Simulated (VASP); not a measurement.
# HfRu3 (Pm-3m) in VASP: a series of runs, part 2 of 2

VASP 6.6.1. The steps go on from the part before.

## (3) Single point, PBE

File INCAR:

```
PREC = Accurate ; ENCUT = 520
EDIFF = 1E-6 ; ISMEAR = 1
SIGMA = 0.01 ; LREAL = F
LASPH = T ; NELM = 80
ALGO = Normal ; ISIF = 2
LWAVE = F ; LCHARG = F
GGA = PE ; NBANDS = 34
```

File KPOINTS:

```
Automatic mesh
0
Gamma
  6 6 6
```

File POSCAR:

```
HfRu3
1.0
    3.9557730000      0.0000000000      0.0000000000
    0.0000000000      3.9557730000      0.0000000000
    0.0000000000      0.0000000000      3.9557730000
Hf Ru
1 3
Direct
    0.0000000000      0.0000000000      0.0000000000
    0.0000000000      0.5000000000      0.5000000000
    0.5000000000      0.0000000000      0.5000000000
    0.5000000000      0.5000000000      0.0000000000
```

Potentials or basis: VASP PAW PBE potentials, release 64 (Hf_pv, Ru_pv).

On the command line:

```sh
cat potpaw_PBE.64/Hf_pv/POTCAR potpaw_PBE.64/Ru_pv/POTCAR > POTCAR
mpirun -np 1 vasp_std > vasp.out
```

OUTCAR:

```text
PREC = Accurate
   ENCUT = 520
   EDIFF = 1E-6
   ISMEAR = 1
   LREAL = F
   LASPH = T
   NELM = 80
   ISIF = 2
   GGA = PE

 ion  position               nearest neighbor table
   1  0.000  0.000  0.000-   2 2.80   3 2.80   4 2.80   2 2.80   3 2.80   2 2.80   4 2.80   2 2.80
                             3 2.80   4 2.80   3 2.80   4 2.80
   2  0.000  0.500  0.500-   1 2.80   3 2.80   4 2.80   1 2.80   4 2.80   1 2.80   3 2.80   1 2.80
                             3 2.80   4 2.80   4 2.80   3 2.80
   3  0.500  0.000  0.500-   1 2.80   2 2.80   4 2.80   1 2.80   4 2.80   2 2.80   4 2.80   4 2.80
                             1 2.80   2 2.80   1 2.80   2 2.80
   4  0.500  0.500  0.000-   1 2.80   2 2.80   3 2.80   2 2.80   3 2.80   1 2.80   3 2.80   3 2.80
                             1 2.80   2 2.80   2 2.80   1 2.80

  LATTYP: Found a simple cubic cell.
 ALAT       =     3.9557730000

  Lattice vectors:

 A1 = (   3.9557730000,   0.0000000000,   0.0000000000)
 A2 = (   0.0000000000,   3.9557730000,   0.0000000000)
 A3 = (   0.0000000000,   0.0000000000,   3.9557730000)

Analysis of symmetry for initial positions (statically):
=====================================================================
 Subroutine PRICEL returns:
 Original cell was already a primitive cell.

 Routine SETGRP: Setting up the symmetry group for a
 simple cubic supercell.

 Subroutine GETGRP returns: Found 48 space group operations
 (whereof 48 operations were pure point group operations)
 out of a pool of 48 trial point group operations.

The static configuration has the point symmetry O_h .

Analysis of symmetry for dynamics (positions and initial velocities):
=====================================================================
 Subroutine PRICEL returns:
 Original cell was already a primitive cell.

 Routine SETGRP: Setting up the symmetry group for a
 simple cubic supercell.

 Subroutine GETGRP returns: Found 48 space group operations
 (whereof 48 operations were pure point group operations)
 out of a pool of 48 trial point group operations.

The dynamic configuration has the point symmetry O_h .

 Subroutine INISYM returns: Found 48 space group operations
 (whereof 48 operations are pure point group operations),
 and found     1 'primitive' translations

----------------------------------------------------------------------------------------

                                     Primitive cell

  volume of cell :      61.9005

  direct lattice vectors                    reciprocal lattice vectors
     3.955773000  0.000000000  0.000000000     0.252795092  0.000000000  0.000000000
     0.000000000  3.955773000  0.000000000     0.000000000  0.252795092  0.000000000
     0.000000000  0.000000000  3.955773000     0.000000000  0.000000000  0.252795092

  length of vectors
     3.955773000  3.955773000  3.955773000     0.252795092  0.252795092  0.252795092

  position of ions in fractional coordinates (direct lattice)
     0.000000000  0.000000000  0.000000000
     0.000000000  0.500000000  0.500000000
     0.500000000  0.000000000  0.500000000
     0.500000000  0.500000000  0.000000000

  ion indices of the primitive-cell ions
   primitive index   ion index
                 1           1
                 2           2
                 3           3
                 4           4

[... 30 lines left out ...]
  0.333333  0.000000  0.000000      6.000000
  0.500000  0.000000  0.000000      3.000000
  0.166667  0.166667  0.000000     12.000000
  0.333333  0.166667  0.000000     24.000000
[... 12 lines left out ...]
  0.500000  0.500000  0.333333      6.000000
  0.500000  0.500000  0.500000      1.000000
   k-points           NKPTS =     20   k-points in BZ     NKDIM =     20   number of bands    NBANDS=     34
   number of dos      NEDOS =    301   number of ions     NIONS =      4
   total plane-waves  NPLWV =  27000
   dimension x,y,z NGX =    30 NGY =   30 NGZ =   30
   dimension x,y,z NGXF=    60 NGYF=   60 NGZF=   60
   ions per type =               1   3
   NGX,Y,Z   is equivalent  to a cutoff of  12.61, 12.61, 12.61 a.u.
   NGXF,Y,Z  is equivalent  to a cutoff of  25.22, 25.22, 25.22 a.u.
 SYSTEM =  unknown system
   PREC   = accura    normal or accurate (medium, high low for compatibility)
   ISTART =      0    job   : 0-new  1-cont  2-samecut
   ICHARG =      2    charge: 1-file 2-atom 10-const
   ISPIN  =      1    spin polarized calculation?
   LNONCOLLINEAR =      F non collinear calculations
   LSORBIT =      F    spin-orbit coupling
   LASPH  =      T    aspherical Exc in radial PAW
   ENCUT  =  520.0 eV  38.22 Ry    6.18 a.u.   7.36  7.36  7.36*2*pi/ulx,y,z
   NELM   =     80;   NELMIN=  2; NELMDL= -5     # of ELM steps
   EDIFF  = 0.1E-05   stopping-criterion for ELM
   LREAL  =      F    real-space projection
   EDIFFG = 0.1E-04   stopping-criterion for IOM
   NSW    =      0    number of steps for IOM
   IBRION =     -1    ionic relax: 0-MD 1-quasi-New 2-CG
   NFREE  =      0    steps in history (QN), initial steepest desc. (CG)
   ISIF   =      2    stress and relaxation
   ISYM   =      2    0-nonsym 1-usesym 2-fastsym
   POTIM  = 0.5000    time-step for ionic-motion
   TEBEG  =    0.0;   TEEND  =   0.0 temperature during run
   PSTRESS=    0.0 pullay stress
   NELECT =      52.0000    total number of electrons
   NUPDOWN=      -1.0000    fix difference up-down
   EMIN   =  10.00;   EMAX   =-10.00  energy-range for DOS
   EFERMI =   0.00;   METHOD = LEGACY
   ISMEAR =     1;   SIGMA  =   0.01  broadening in eV -4-tet -1-fermi 0-gaus
   EFERMI_NEDOS =   21; number of points for ismear=-14 and -15
   IALGO  =     38    algorithm
   IMIX   =      4    mixing-type and parameters
     AMIX     =   0.40;   BMIX     =  1.00
     AMIX_MAG =   1.60;   BMIX_MAG =  1.00
  volume/ion in A,a.u.               =      15.48       104.43
  Fermi-wavevector in a.u.,A,eV,Ry     =   1.544702  2.919063 32.464901  2.386103
  Thomas-Fermi vector in A             =   2.650185
   LORBIT       =      0    0 simple, 1 ext, 2 COOP (PROOUT), +10 PAW based schemes
   GGA     = PE    functional components
   LHFCALC =     F    Hartree Fock is set to
   AEXX    =    0.0000 exact exchange contribution
   IVDW    =     0    specifies the selected vdW correction
   LEPSILON=     F    determine dielectric tensor
   LRPA    =     F    only Hartree local field effects (RPA)
 non-spin polarized calculation
 Methfessel and Paxton  Order N= 1 SIGMA  =   0.01
  energy-cutoff  :      520.00
  volume of cell :       61.90
 maximum number of plane-waves:      1743
 NGX is ok and might be reduce to    30
   NGX = 15   NGY = 15   NGZ = 15

 number of electron      51.9999966 magnetization

 Free energy of the ion-electron system (eV)
  ---------------------------------------------------
  ext. energy  EPLUGINS =         0.00000000
  ---------------------------------------------------
  free energy    TOTEN  =       -38.39762972 eV

  energy without entropy =      -38.39735643  energy(sigma->0) =      -38.39753862

 E-fermi :   9.7176     XC(G=0): -13.2424

 val. band max:        9.6890192855   @ k =   0.3333   0.3333   0.0000
 cond. band min:       9.7180308603   @ k =   0.3333   0.1667   0.1667
 fundamental gap:      0.0290115748
 Fermi energy:         9.7176290780

 k-point     1 :       0.0000    0.0000    0.0000
  band No.  band energies     occupation
      1     -32.8291      2.00000
      2     -32.8291      2.00000
      3     -32.8291      2.00000
      4     -32.4692      2.00000
      5     -32.4692      2.00000
      6     -32.4692      2.00000
[... 729 lines left out ...]
     33      13.9558      0.00000
     34      13.9558      0.00000

------------------------ aborting loop because EDIFF is reached ----------------------------------------

  FORCE on cell =-STRESS in cart. coord.  units (eV):
  Direction    XX          YY          ZZ          XY          YZ          ZX
  --------------------------------------------------------------------------------------
  -------------------------------------------------------------------------------------
  Total       -0.7367677     -0.7367677     -0.7367677      0.0000000      0.0000000     -0.0000000
  in kB      -19.0698421    -19.0698421    -19.0698421      0.0000000      0.0000000     -0.0000000
  external PRESSURE =     -19.0698421 kB  Pullay stress =       0.0000000 kB

 VOLUME and BASIS-vectors are now :
 -----------------------------------------------------------------------------
  energy-cutoff  :      520.00
  volume of cell :       61.90
      direct lattice vectors                 reciprocal lattice vectors
     3.955773000  0.000000000  0.000000000     0.252795092  0.000000000  0.000000000
     0.000000000  3.955773000  0.000000000     0.000000000  0.252795092  0.000000000
     0.000000000  0.000000000  3.955773000     0.000000000  0.000000000  0.252795092

 POSITION                                       TOTAL-FORCE (eV/Angst)
 -----------------------------------------------------------------------------------
      0.00000      0.00000      0.00000         0.000000      0.000000      0.000000
      0.00000      1.97789      1.97789         0.000000      0.000000      0.000000
      1.97789      0.00000      1.97789         0.000000      0.000000      0.000000
      1.97789      1.97789      0.00000         0.000000      0.000000      0.000000
 -----------------------------------------------------------------------------------
    total drift:                                0.000000      0.000000     -0.000000

  FREE ENERGIE OF THE ION-ELECTRON SYSTEM (eV)
  ---------------------------------------------------
  free  energy   TOTEN  =       -38.3976297193 eV

  energy  without entropy=      -38.3973564341  energy(sigma->0) =      -38.39753862
```

Run time: 35 s. Hardware: 1 thread of Intel Xeon Platinum 8259CL at 2.50GHz (Skylake/Cascade Lake), shared host; peak memory 0.18 GiB.

What came out:

```yaml
Free_energy: -38.3976 eV
Pressure: -1.9 GPa
Band_gap_on_the_k_mesh: zero (band 26 reaches 11.83 eV, above the bottom of band 27 at 8.88 eV)
```

Levels at points of the mesh, in eV from the Fermi level:
```
           k point  band 24  band 25  band 26  band 27  band 28  band 29
(0.00, 0.00, 0.00)     0.51     1.67     2.11     2.11     2.11     3.80
(0.50, 0.00, 0.00)    -0.71    -0.34    -0.34    -0.27     0.81     2.12
(0.50, 0.50, 0.00)    -1.08    -0.85    -0.83    -0.83    -0.04     0.02
(0.50, 0.50, 0.50)    -0.95     0.91     1.55     1.55     1.55     1.69
```

Caveat: spin-orbit coupling is left out, which moves the levels of the heavy elements.

## (4) Single point, PBE

File INCAR:

```
PREC = Accurate ; ENCUT = 520
EDIFF = 1E-6 ; ISMEAR = 1
SIGMA = 0.005 ; LREAL = False
LASPH = True ; NELM = 100
ALGO = Normal ; ISIF = 2
LWAVE = False ; LCHARG = False
GGA = PE ; NBANDS = 34
```

KPOINTS is that of step 3.

POSCAR is that of step 3.

On the command line:

```sh
cat potpaw_PBE.64/Hf_pv/POTCAR potpaw_PBE.64/Ru_pv/POTCAR > POTCAR
mpirun -np 1 vasp_std > vasp.out
```

It took 35 s on 1 thread of Intel Xeon Platinum 8259CL at 2.50GHz (Skylake/Cascade Lake), shared host; peak memory 0.19 GiB.

Results (log left out):

```
Free energy            : -38.3975 eV
Pressure               : -1.9 GPa
Band gap on the k mesh : zero (band 26 reaches 11.83 eV, above the bottom of band 27 at 8.88 eV)
```

Levels at points of the mesh, in eV from the Fermi level:
| k point | band 23 | band 24 | band 25 | band 26 | band 27 | band 28 | band 29 | band 30 |
| --- | --- | --- | --- | --- | --- | --- | --- | --- |
| (0.00, 0.00, 0.00) | 0.51 | 0.51 | 1.67 | 2.11 | 2.11 | 2.11 | 3.80 | 3.80 |
| (0.50, 0.00, 0.00) | -0.99 | -0.71 | -0.34 | -0.34 | -0.27 | 0.81 | 2.12 | 2.31 |
| (0.50, 0.50, 0.00) | -2.13 | -1.08 | -0.86 | -0.83 | -0.83 | -0.04 | 0.02 | 3.06 |
| (0.50, 0.50, 0.50) | -0.95 | -0.95 | 0.91 | 1.55 | 1.55 | 1.55 | 1.69 | 1.69 |

Caveat: spin-orbit coupling is left out, which moves the levels of the heavy elements.

## (5) Single point, r2SCAN

POSCAR is that of step 4.

File INCAR.step1:

```
PREC = Accurate
ENCUT = 520
ISMEAR = 0
SIGMA = 0.05
LREAL = F
LASPH = T
NELM = 80
NBANDS = 34
GGA = PE
ALGO = Normal
EDIFF = 1E-4
LWAVE = T
LCHARG = F
```

File INCAR.step2:

```
PREC = Accurate
ENCUT = 520
EDIFF = 1E-6
ISMEAR = 0
SIGMA = 0.05
LREAL = F
LASPH = T
NELM = 80
ALGO = Normal
ISIF = 2
LWAVE = F
LCHARG = T
METAGGA = R2SCAN
LMIXTAU = T
LELF = T
LVHAR = T
NBANDS = 34
ISTART = 1
```

KPOINTS is that of step 4.

Potentials or basis: VASP PAW PBE potentials, release 64 (Hf_pv, Ru_pv).

On the command line:

```sh
cat potpaw_PBE.64/Hf_pv/POTCAR potpaw_PBE.64/Ru_pv/POTCAR > POTCAR
cp INCAR.step1 INCAR
mpirun -np 1 vasp_std > vasp.out
cp INCAR.step2 INCAR
mpirun -np 1 vasp_std > vasp.out
```

OUTCAR:

```text
PREC = Accurate
   ENCUT = 520
   EDIFF = 1E-6
   ISMEAR = 0
   LREAL = F
   LASPH = T
   NELM = 80
   ISIF = 2
   METAGGA = R2SCAN
   ISTART = 1

 ion  position               nearest neighbor table
   1  0.000  0.000  0.000-   2 2.80   3 2.80   4 2.80   2 2.80   3 2.80   2 2.80   4 2.80   2 2.80
                             3 2.80   4 2.80   3 2.80   4 2.80
   2  0.000  0.500  0.500-   1 2.80   3 2.80   4 2.80   1 2.80   4 2.80   1 2.80   3 2.80   1 2.80
                             3 2.80   4 2.80   4 2.80   3 2.80
   3  0.500  0.000  0.500-   1 2.80   2 2.80   4 2.80   1 2.80   4 2.80   2 2.80   4 2.80   4 2.80
[... 938 lines left out ...]
  --------------------------------------------------------------------------------------
  -------------------------------------------------------------------------------------
  Total       -2.4240051     -2.4240051     -2.4240051      0.0000000      0.0000000     -0.0000000
  in kB      -62.7407961    -62.7407961    -62.7407961      0.0000000      0.0000000     -0.0000000
  external PRESSURE =     -62.7407961 kB  Pullay stress =       0.0000000 kB

 VOLUME and BASIS-vectors are now :
 -----------------------------------------------------------------------------
  energy-cutoff  :      520.00
  volume of cell :       61.90
      direct lattice vectors                 reciprocal lattice vectors
     3.955773000  0.000000000  0.000000000     0.252795092  0.000000000  0.000000000
     0.000000000  3.955773000  0.000000000     0.000000000  0.252795092  0.000000000
     0.000000000  0.000000000  3.955773000     0.000000000  0.000000000  0.252795092

 POSITION                                       TOTAL-FORCE (eV/Angst)
 -----------------------------------------------------------------------------------
      0.00000      0.00000      0.00000         0.000000      0.000000      0.000000
      0.00000      1.97789      1.97789         0.000000      0.000000      0.000000
      1.97789      0.00000      1.97789         0.000000      0.000000      0.000000
      1.97789      1.97789      0.00000         0.000000      0.000000      0.000000
 -----------------------------------------------------------------------------------
    total drift:                                0.000000      0.000000     -0.000000

  FREE ENERGIE OF THE ION-ELECTRON SYSTEM (eV)
  ---------------------------------------------------
  free  energy   TOTEN  =      -122.3064672001 eV

  energy  without entropy=     -122.2970616022  energy(sigma->0) =     -122.30176440
```

OUTCAR.step1:

```text
PREC = Accurate
   ENCUT = 520
   ISMEAR = 0
   LREAL = F
[... 966 lines left out ...]
      0.00000      0.00000      0.00000         0.000000      0.000000      0.000000
      0.00000      1.97789      1.97789         0.000000      0.000000      0.000000
      1.97789      0.00000      1.97789         0.000000      0.000000      0.000000
      1.97789      1.97789      0.00000         0.000000      0.000000      0.000000
 -----------------------------------------------------------------------------------
    total drift:                                0.000000      0.000000     -0.000000

  FREE ENERGIE OF THE ION-ELECTRON SYSTEM (eV)
  ---------------------------------------------------
  free  energy   TOTEN  =       -38.4030157177 eV

  energy  without entropy=      -38.3935696231  energy(sigma->0) =      -38.39829267
```

OSZICAR.step1:

```text
N       E                     dE             d eps       ncg     rms          rms(c)
DAV:   1     0.541300915307E+03    0.54130E+03   -0.31111E+04  1360   0.163E+03
DAV:   2    -0.226554489860E+02   -0.56396E+03   -0.54957E+03  1456   0.496E+02
DAV:   3    -0.402024877789E+02   -0.17547E+02   -0.17074E+02  1540   0.871E+01
DAV:   4    -0.404818272806E+02   -0.27934E+00   -0.27799E+00  1544   0.995E+00
DAV:   5    -0.404881208627E+02   -0.62936E-02   -0.62926E-02  1594   0.140E+00    0.686E+01
DAV:   6    -0.389088117904E+02    0.15793E+01   -0.86013E+00  1502   0.190E+01    0.278E+01
DAV:   7    -0.387275763021E+02    0.18124E+00   -0.42611E+00  1496   0.956E+00    0.214E+01
DAV:   8    -0.384106748633E+02    0.31690E+00   -0.16813E+00  1522   0.770E+00    0.419E+00
DAV:   9    -0.384063789143E+02    0.42959E-02   -0.74666E-02  1516   0.188E+00    0.304E+00
DAV:  10    -0.384030104173E+02    0.33685E-02   -0.10703E-02  1426   0.444E-01    0.173E-01
DAV:  11    -0.384030157177E+02   -0.53004E-05   -0.41842E-04  1304   0.115E-01
   1 F= -.38403016E+02 E0= -.38398293E+02  d E =-.944609E-02
```

Wall time 2.3 min (1 thread of Intel Xeon Platinum 8259CL at 2.50GHz (Skylake/Cascade Lake), shared host); peak memory 0.19 GiB.

Results:

- Free energy: -122.3065 eV
- Pressure: -6.3 GPa
- Band gap on the k mesh: zero (band 26 reaches 11.83 eV, above the bottom of band 27 at 8.75 eV)

Caveat: the PAW data sets were made with another functional, which shifts forces and pressure a little; spin-orbit coupling is left out, which moves the levels of the heavy elements.

## (6) Overview

```tsv
level	smearing	gap on the mesh (eV)	pressure (GPa)
PBE	methfessel-paxton 0.025 eV	none	-1.9
PBE	methfessel-paxton 0.01 eV	none	-1.9
PBE	methfessel-paxton 0.005 eV	none	-1.9
r2SCAN	gaussian 0.05 eV	none	-6.3
```

Alike in all rows: task single point; potentials or basis VASP PAW PBE potentials, release 64 (Hf_pv, Ru_pv); no spin polarisation; cell as given; k mesh 6 × 6 × 6; cutoff (eV) 520.

Every run on the cell as given and a fine mesh finds a metal. The pressure there spans -6.3 GPa (r2SCAN) to -1.9 GPa (PBE); a positive pressure means that this level wants a larger cell, a negative one a smaller.

Caveats: spin-orbit coupling is left out, which moves the levels of the heavy elements; the PAW data sets were made with another functional, which shifts forces and pressure a little (some runs).

Total energies depend on the potentials used, so only differences within one code and one set of settings carry meaning.
